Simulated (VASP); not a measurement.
A run of VASP 6.6.1:

Contents of INCAR:

```
PREC = Accurate
ENCUT = 600
EDIFF = 1E-6
ISMEAR = 0
SIGMA = 0.2
LREAL = False
LASPH = True
NELM = 100
ALGO = Normal
ISIF = 3
LWAVE = False
LCHARG = False
GGA = PE
IBRION = 2
NSW = 36
EDIFFG = -0.08
```

Contents of KPOINTS:

```
regular mesh
0
Gamma
  4 4 4
```

The input POSCAR:

```
TaSi2
1.0
    0.0000000000      4.2150000000      4.3650000000
    2.4450000000      0.0000000000      4.3650000000
    2.4450000000      4.2150000000      0.0000000000
Ta Si
2 4
Direct
    0.5000000000      0.5000000000      0.5000000000
    0.7500000000      0.7500000000      0.7500000000
    0.8365000000      0.1635000000      0.8365000000
    0.4135000000      0.0865000000      0.4135000000
    0.0865000000      0.4135000000      0.0865000000
    0.1635000000      0.8365000000      0.1635000000
```

Potentials or basis: VASP PAW PBE potentials, release 64 (Ta_pv, Si).

Launch:

```console
$ cat potpaw_PBE.64/Ta_pv/POTCAR potpaw_PBE.64/Si/POTCAR > POTCAR
$ mpirun -np 1 vasp_std > vasp.out
```

Hardware: 1 thread of Intel(R) Xeon(R) 6975P-C (Granite Rapids) (shared host).

Task: How long does it take, and how much memory?

Result: Run time: 6.2 min on 1 thread of Intel(R) Xeon(R) 6975P-C (Granite Rapids), with other jobs on the host, peak memory 0.28 GiB. Counts: scf iterations 70, k points 18, ion steps 10.
